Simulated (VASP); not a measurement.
Write the native input for VASP 6.6.1 that does the following.

| Quantity | Value |
| --- | --- |
| Task | single point |
| Functional | PBE |
| Potentials or basis | VASP PAW PBE potentials, release 64 (Ca_sv, O) |
| Cutoff | 520 eV |
| k mesh | 6 × 6 × 6 |
| Occupations | gaussian, width 0.01 eV |
| Spin | no spin polarisation |
| Dipole correction | no |
| Further INCAR settings | ALGO = Normal; EDIFF = 1e-07; NBANDS = 15 |

The structure of CaO lies in POSCAR:

```
CaO
1.0
    0.0000000000      2.3975523198      2.3975523198
    2.3975523198      0.0000000000      2.3975523198
    2.3975523198      2.3975523198      0.0000000000
Ca O
1 1
Direct
    0.0000000000      0.0000000000      0.0000000000
    0.5000000000      0.5000000000      0.5000000000
```

The input as run:

INCAR

```
SYSTEM = CaO
PREC = Accurate
ENCUT = 520
EDIFF = 1E-7
ISMEAR = 0
SIGMA = 0.01
LREAL = .FALSE.
LASPH = .TRUE.
NELM = 100
ALGO = Normal
ISIF = 2
LWAVE = .FALSE.
LCHARG = .TRUE.
GGA = PE
LELF = .TRUE.
LVHAR = .TRUE.
NBANDS = 15
```

KPOINTS

```
Automatic mesh
0
G
  6 6 6
  0 0 0
```

Potentials or basis: VASP PAW PBE potentials, release 64 (Ca_sv, O).

Launch:

```sh
$ cat potpaw_PBE.64/Ca_sv/POTCAR potpaw_PBE.64/O/POTCAR > POTCAR
$ mpirun -np 1 vasp_std > vasp.out
```

It gave:

- Pressure: 3.1 GPa
- Band gap on the k mesh: 3.63 eV, indirect (least direct gap 4.01 eV)

It took 4.9 s on 1 thread of Intel(R) Xeon(R) 6975P-C (Granite Rapids), on a shared host, peak memory 0.15 GiB.
